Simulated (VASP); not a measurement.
# TiSe2 (P-3m1) in VASP: single point with PBE+D3(BJ)

Aim: the single point of TiSe2 with PBE+D3(BJ).

Program: VASP 6.6.1. These are calculated values, not measurements. Logs are shortened: lines on timing, memory, paths and dates and some standing lists are left out, and cuts for length are marked.

## 1. The cell of the first run

The structure is trigonal, space group P-3m1 (No. 164). Conventional cell: a = 3.483 Å, b = 3.483 Å, c = 5.859 Å, α = 90.00°, β = 90.00°, γ = 120.00°. Within 3.5 Å of Ti (site symmetry -3m) lie 6 Se at 2.54 Å and 6 Ti at 3.48 Å. Se (site symmetry 3m) has 3 Ti at 2.54 Å and 9 Se at 3.41 to 3.48 Å within 3.5 Å.

## 2. Single point, PBE+D3(BJ), collinear spin

INCAR

```
SYSTEM = TiSe2
PREC = Accurate
ENCUT = 500
EDIFF = 1E-6
ISMEAR = 0
SIGMA = 0.05
LREAL = .FALSE.
LASPH = .TRUE.
NELM = 200
ALGO = Normal
ISIF = 2
LWAVE = .FALSE.
LCHARG = .FALSE.
ISPIN = 2
MAGMOM = 1 1 0 0 0 0
LORBIT = 11
LMAXMIX = 4
GGA = PE
IVDW = 12
NBANDS = 37
GGA_COMPAT = .FALSE.
```

KPOINTS

```
regular mesh
0
G
  10 10 4
  0 0 0
```

POSCAR

```
TiSe2
1.0
    3.4825719583      0.0000000000      0.0000000000
   -1.7412859791      3.0159957864      0.0000000000
    0.0000000000      0.0000000000     11.7186683199
Ti Se
2 4
Direct
    0.0000000000      0.0000000000      0.0000000000
    0.0000000000      0.0000000000      0.5000000000
    0.3333333333      0.6666666667      0.1324681575
    0.6666666667      0.3333333333      0.3675318425
    0.3333333333      0.6666666667      0.6324681575
    0.6666666667      0.3333333333      0.8675318425
```

Potentials or basis: VASP PAW PBE potentials, release 64 (Ti_sv, Se).

Run with:

```console
$ cat potpaw_PBE.64/Ti_sv/POTCAR potpaw_PBE.64/Se/POTCAR > POTCAR
$ mpirun -np 1 vasp_std > vasp.out
```

OUTCAR:

```text
SYSTEM = TiSe2
   PREC = Accurate
   ENCUT = 500
   EDIFF = 1E-6
   ISMEAR = 0
   LREAL = .FALSE.
   LASPH = .TRUE.
   NELM = 200
   ISIF = 2
   ISPIN = 2
   LORBIT = 11
   GGA = PE
   IVDW = 12
 IVDW          = 12

 ion  position               nearest neighbor table
   1  0.000  0.000  0.000-   3 2.54   6 2.54   3 2.54   6 2.54   6 2.54   3 2.54
   2  0.000  0.000  0.500-   4 2.54   5 2.54   5 2.54   4 2.54   4 2.54   5 2.54
   3  0.333  0.667  0.132-   1 2.54   1 2.54   1 2.54
   4  0.667  0.333  0.368-   2 2.54   2 2.54   2 2.54
   5  0.333  0.667  0.632-   2 2.54   2 2.54   2 2.54
   6  0.667  0.333  0.868-   1 2.54   1 2.54   1 2.54

  LATTYP: Found a hexagonal cell.
 ALAT       =     3.4825719583
 C/A-ratio  =     3.3649464994

  Lattice vectors:

 A1 = (   3.4825719583,   0.0000000000,   0.0000000000)
 A2 = (  -1.7412859791,   3.0159957864,   0.0000000000)
 A3 = (   0.0000000000,   0.0000000000,  11.7186683199)

Analysis of symmetry for initial positions (statically):
=====================================================================
 Subroutine PRICEL returns following result:

  LATTYP: Found a hexagonal cell.
 ALAT       =     3.4825719583
 C/A-ratio  =     1.6824732497

  Lattice vectors:

 A1 = (   3.4825719583,   0.0000000000,   0.0000000000)
 A2 = (  -1.7412859791,   3.0159957864,   0.0000000000)
 A3 = (   0.0000000000,   0.0000000000,   5.8593341600)

   2 primitive cells build up your supercell.

 Routine SETGRP: Setting up the symmetry group for a
 hexagonal supercell.

 Subroutine GETGRP returns: Found 12 space group operations
 (whereof 12 operations were pure point group operations)
 out of a pool of 24 trial point group operations.

The static configuration has the point symmetry D_3d.

Analysis of symmetry for dynamics (positions and initial velocities):
=====================================================================
 Subroutine PRICEL returns following result:

  LATTYP: Found a hexagonal cell.
 ALAT       =     3.4825719583
 C/A-ratio  =     1.6824732497

  Lattice vectors:

 A1 = (   3.4825719583,   0.0000000000,   0.0000000000)
 A2 = (  -1.7412859791,   3.0159957864,   0.0000000000)
 A3 = (   0.0000000000,   0.0000000000,   5.8593341600)

   2 primitive cells build up your supercell.

 Routine SETGRP: Setting up the symmetry group for a
 hexagonal supercell.

 Subroutine GETGRP returns: Found 12 space group operations
 (whereof 12 operations were pure point group operations)
 out of a pool of 24 trial point group operations.

The dynamic configuration has the point symmetry D_3d.

Analysis of structural, dynamic, and magnetic symmetry:
=====================================================================
 Subroutine PRICEL returns following result:

  LATTYP: Found a hexagonal cell.
 ALAT       =     3.4825719583
 C/A-ratio  =     1.6824732497

  Lattice vectors:

 A1 = (   3.4825719583,   0.0000000000,   0.0000000000)
 A2 = (  -1.7412859791,   3.0159957864,   0.0000000000)
 A3 = (   0.0000000000,   0.0000000000,   5.8593341600)

   2 primitive cells build up your supercell.

 Routine SETGRP: Setting up the symmetry group for a
 hexagonal supercell.

 Subroutine GETGRP returns: Found 12 space group operations
 (whereof 12 operations were pure point group operations)
 out of a pool of 24 trial point group operations.

The overall configuration has the point symmetry D_3d.

 Subroutine INISYM returns: Found 12 space group operations
 (whereof 12 operations are pure point group operations),
 and found     2 'primitive' translations

----------------------------------------------------------------------------------------

                                     Primitive cell

  volume of cell :      61.5431

  direct lattice vectors                    reciprocal lattice vectors
     3.482571958  0.000000000  0.000000000     0.287144103  0.165782725  0.000000000
    -1.741285979  3.015995786  0.000000000     0.000000000  0.331565450  0.000000000
     0.000000000  0.000000000  5.859334160     0.000000000  0.000000000  0.170667856

  length of vectors
     3.482571958  3.482571958  5.859334160     0.331565450  0.331565450  0.170667856

  position of ions in fractional coordinates (direct lattice)
     0.000000000  0.000000000  0.000000000
     0.333333333  0.666666667  0.264936315
     0.666666667  0.333333333  0.735063685

  ion indices of the primitive-cell ions
   primitive index   ion index
                 1           1
                 2           3
                 3           6

----------------------------------------------------------------------------------------

 KPOINTS: regular mesh

Automatic generation of k-mesh.
 Grid dimensions read from file:
 generate k-points for:   10   10    4

 Generating k-lattice:

  Cartesian coordinates                     Fractional coordinates (reciprocal lattice)
     0.028714410  0.016578272  0.000000000     0.100000000 -0.000000000  0.000000000
     0.000000000  0.033156545  0.000000000     0.000000000  0.100000000  0.000000000
     0.000000000  0.000000000  0.021333482     0.000000000  0.000000000  0.250000000

  Length of vectors
     0.033156545  0.033156545  0.021333482

  Shift w.r.t. Gamma in fractional coordinates (k-lattice)
     0.000000000  0.000000000  0.000000000

 Subroutine IBZKPT returns following result:
 ===========================================

 Found     50 irreducible k-points:

 Following reciprocal coordinates:
            Coordinates               Weight
  0.000000  0.000000  0.000000      1.000000
  0.100000  0.000000  0.000000      6.000000
  0.200000  0.000000  0.000000      6.000000
  0.300000  0.000000  0.000000      6.000000
  0.400000 -0.000000  0.000000      6.000000
  0.500000 -0.000000  0.000000      3.000000
[... 16 lines left out ...]
  0.000000  0.400000  0.250000      6.000000
  0.500000 -0.000000  0.250000      6.000000
 [... further k-points ...]
   k-points           NKPTS =     50   k-points in BZ     NKDIM =     50   number of bands    NBANDS=     37
   number of dos      NEDOS =    301   number of ions     NIONS =      6
   total plane-waves  NPLWV =  70560
   dimension x,y,z NGX =    28 NGY =   28 NGZ =   90
   dimension x,y,z NGXF=    56 NGYF=   56 NGZF=  180
   ions per type =               2   4
   NGX,Y,Z   is equivalent  to a cutoff of  13.37, 13.37, 12.77 a.u.
   NGXF,Y,Z  is equivalent  to a cutoff of  26.73, 26.73, 25.54 a.u.
 SYSTEM =  TiSe2
   PREC   = accura    normal or accurate (medium, high low for compatibility)
   ISTART =      0    job   : 0-new  1-cont  2-samecut
   ICHARG =      2    charge: 1-file 2-atom 10-const
   ISPIN  =      2    spin polarized calculation?
   LNONCOLLINEAR =      F non collinear calculations
   LSORBIT =      F    spin-orbit coupling
   LASPH  =      T    aspherical Exc in radial PAW
   ENCUT  =  500.0 eV  36.75 Ry    6.06 a.u.   6.35  6.35 21.37*2*pi/ulx,y,z
   NELM   =    200;   NELMIN=  2; NELMDL= -5     # of ELM steps
   EDIFF  = 0.1E-05   stopping-criterion for ELM
   LREAL  =      F    real-space projection
   EDIFFG = 0.1E-04   stopping-criterion for IOM
   NSW    =      0    number of steps for IOM
   IBRION =     -1    ionic relax: 0-MD 1-quasi-New 2-CG
   NFREE  =      0    steps in history (QN), initial steepest desc. (CG)
   ISIF   =      2    stress and relaxation
   ISYM   =      2    0-nonsym 1-usesym 2-fastsym
   POTIM  = 0.5000    time-step for ionic-motion
   TEBEG  =    0.0;   TEEND  =   0.0 temperature during run
   PSTRESS=    0.0 pullay stress
   NELECT =      48.0000    total number of electrons
   NUPDOWN=      -1.0000    fix difference up-down
   EMIN   =  10.00;   EMAX   =-10.00  energy-range for DOS
   EFERMI =   0.00;   METHOD = LEGACY
   ISMEAR =     0;   SIGMA  =   0.05  broadening in eV -4-tet -1-fermi 0-gaus
   EFERMI_NEDOS =   21; number of points for ismear=-14 and -15
   IALGO  =     38    algorithm
   IMIX   =      4    mixing-type and parameters
     AMIX     =   0.40;   BMIX     =  1.00
     AMIX_MAG =   1.60;   BMIX_MAG =  1.00
  volume/ion in A,a.u.               =      20.51       138.44
  Fermi-wavevector in a.u.,A,eV,Ry     =   1.196058  2.260222 19.463876  1.430555
  Thomas-Fermi vector in A             =   2.332008
   LORBIT       =     11    0 simple, 1 ext, 2 COOP (PROOUT), +10 PAW based schemes
   GGA     = PE    functional components
   LHFCALC =     F    Hartree Fock is set to
   AEXX    =    0.0000 exact exchange contribution
   IVDW    =    12    specifies the selected vdW correction
   LEPSILON=     F    determine dielectric tensor
   LRPA    =     F    only Hartree local field effects (RPA)
 spin polarized calculation
 Gauss-broadening in eV      SIGMA  =   0.05
  energy-cutoff  :      500.00
  volume of cell :      123.09
 maximum number of plane-waves:      3152
 NGX is ok and might be reduce to    28
   NGX = 13   NGY = 13   NGZ = 43

 number of electron      48.0000009 magnetization       0.0000920

 Free energy of the ion-electron system (eV)
  ---------------------------------------------------
  ext. energy  EPLUGINS =         0.00000000
  ---------------------------------------------------
  free energy    TOTEN  =       -36.24865543 eV

  energy without entropy =      -36.24669487  energy(sigma->0) =      -36.24767515

 E-fermi :   5.3380     XC(G=0): -10.3021

 val. band max:        5.3221582695   @ k =   0.0000   0.1000   0.2500
 cond. band min:       5.3607708767   @ k =   0.5000  -0.0000   0.5000
 fundamental gap:      0.0386126072
 Fermi energy:         5.3379756002

 spin component 1

 k-point     1 :       0.0000    0.0000    0.0000
  band No.  band energies     occupation
      1     -52.1417      1.00000
      2     -52.1417      1.00000
      3     -28.3766      1.00000
      4     -28.3765      1.00000
      5     -28.3594      1.00000
      6     -28.3593      1.00000
[... 28 lines left out ...]
     35      11.0986      0.00000
     36      11.5478      0.00000

 k-point     2 :       0.1000    0.0000    0.0000
  band No.  band energies     occupation
      1     -52.1408      1.00000
      2     -52.1408      1.00000
      3     -28.3744      1.00000
      4     -28.3743      1.00000
      5     -28.3693      1.00000
      6     -28.3693      1.00000
[... 850 lines left out ...]
 k-point    24 :       0.5000   -0.0000    0.2500
  band No.  band energies     occupation
      1     -52.1325      1.00000
      2     -52.1325      1.00000
      3     -28.4630      1.00000
      4     -28.4629      1.00000
      5     -28.3829      1.00000
      6     -28.3829      1.00000
[... 28 lines left out ...]
     35      10.4128      0.00000
     36      11.2811      0.00000

 [... further k-points ...]

 spin component 2

 k-point     1 :       0.0000    0.0000    0.0000
  band No.  band energies     occupation
      1     -52.1417      1.00000
      2     -52.1417      1.00000
      3     -28.3766      1.00000
      4     -28.3764      1.00000
      5     -28.3594      1.00000
      6     -28.3594      1.00000
[... 28 lines left out ...]
     35      11.0986      0.00000
     36      11.5478      0.00000

 k-point     2 :       0.1000    0.0000    0.0000
  band No.  band energies     occupation
      1     -52.1408      1.00000
      2     -52.1408      1.00000
      3     -28.3744      1.00000
      4     -28.3743      1.00000
      5     -28.3693      1.00000
      6     -28.3693      1.00000
[... 850 lines left out ...]
 k-point    24 :       0.5000   -0.0000    0.2500
  band No.  band energies     occupation
      1     -52.1325      1.00000
      2     -52.1325      1.00000
      3     -28.4630      1.00000
      4     -28.4629      1.00000
      5     -28.3829      1.00000
      6     -28.3829      1.00000
[... 28 lines left out ...]
     35      10.4129      0.00000
     36      11.2811      0.00000

 [... further k-points ...]

 [bands above 36 left out]

------------------------ aborting loop because EDIFF is reached ----------------------------------------

 Edisp (eV)   -2.70414

 E8    (eV) :    -1.1730

  FORCE on cell =-STRESS in cart. coord.  units (eV):
  Direction    XX          YY          ZZ          XY          YZ          ZX
  --------------------------------------------------------------------------------------
  -------------------------------------------------------------------------------------
  Total       0.09275     0.09275     0.13132     0.00000     0.00000    -0.00000
  in kB       1.20728     1.20728     1.70933     0.00000     0.00000    -0.00000
  external pressure =        1.37 kB  Pullay stress =        0.00 kB

 VOLUME and BASIS-vectors are now :
 -----------------------------------------------------------------------------
  energy-cutoff  :      500.00
  volume of cell :      123.09
      direct lattice vectors                 reciprocal lattice vectors
     3.482571958  0.000000000  0.000000000     0.287144103  0.165782725  0.000000000
    -1.741285979  3.015995786  0.000000000     0.000000000  0.331565450  0.000000000
     0.000000000  0.000000000 11.718668320     0.000000000  0.000000000  0.085333928

 POSITION                                       TOTAL-FORCE (eV/Angst)
 -----------------------------------------------------------------------------------
      0.00000      0.00000      0.00000        -0.000000     -0.000000      0.000000
      0.00000      0.00000      5.85933        -0.000000     -0.000000     -0.000000
     -0.00000      2.01066      1.55235        -0.000000      0.000000      0.008237
      1.74129      1.00533      4.30698         0.000000     -0.000000     -0.008237
     -0.00000      2.01066      7.41168        -0.000000      0.000000      0.008237
      1.74129      1.00533     10.16632         0.000000     -0.000000     -0.008237
 -----------------------------------------------------------------------------------
    total drift:                                0.000000      0.000000      0.000000

  FREE ENERGIE OF THE ION-ELECTRON SYSTEM (eV)
  ---------------------------------------------------
  free  energy   TOTEN  =       -38.9527910426 eV

  energy  without entropy=      -38.9508304866  energy(sigma->0) =      -38.95181076

 total charge

# of ion       s       p       d       tot
------------------------------------------
    1        2.181   6.166   1.857  10.205
    2        2.181   6.166   1.857  10.205
    3        1.475   2.359   0.039   3.873
    4        1.475   2.359   0.039   3.873
    5        1.475   2.359   0.039   3.873
    6        1.475   2.359   0.039   3.873
--------------------------------------------------
tot         10.262  21.770   3.871  35.903

 magnetization (x)

# of ion       s       p       d       tot
------------------------------------------
    1       -0.000   0.000  -0.000  -0.000
    2       -0.000   0.000  -0.000  -0.000
    3        0.000   0.000   0.000   0.000
    4        0.000   0.000   0.000   0.000
    5        0.000   0.000   0.000   0.000
    6        0.000   0.000   0.000   0.000
--------------------------------------------------
tot          0.000   0.000  -0.000  -0.000
```

Wall time 6 min (1 thread of Intel Xeon 6975P-C (Granite Rapids), shared host); peak memory 0.48 GiB.

What came out:

```yaml
Free_energy: -38.9528 eV
Pressure: 0.1 GPa
Largest_force: 0.008 eV/Å
Band_gap_on_the_k_mesh: zero (filled and empty bands overlap)
Net_moment: 0.00 μB per cell
Valence_electrons_inside_the_program's_atomic_spheres: Ti 10.21; Se 3.87
Dispersion_energy_per_atom: -0.451 eV
```

Forces on the atoms (eV/Å):
```
Ti   0.000  0.000  0.000
Ti   0.000  0.000  0.000
Se   0.000  0.000  0.008
Se   0.000  0.000 -0.008
Se   0.000  0.000  0.008
Se   0.000  0.000 -0.008
```
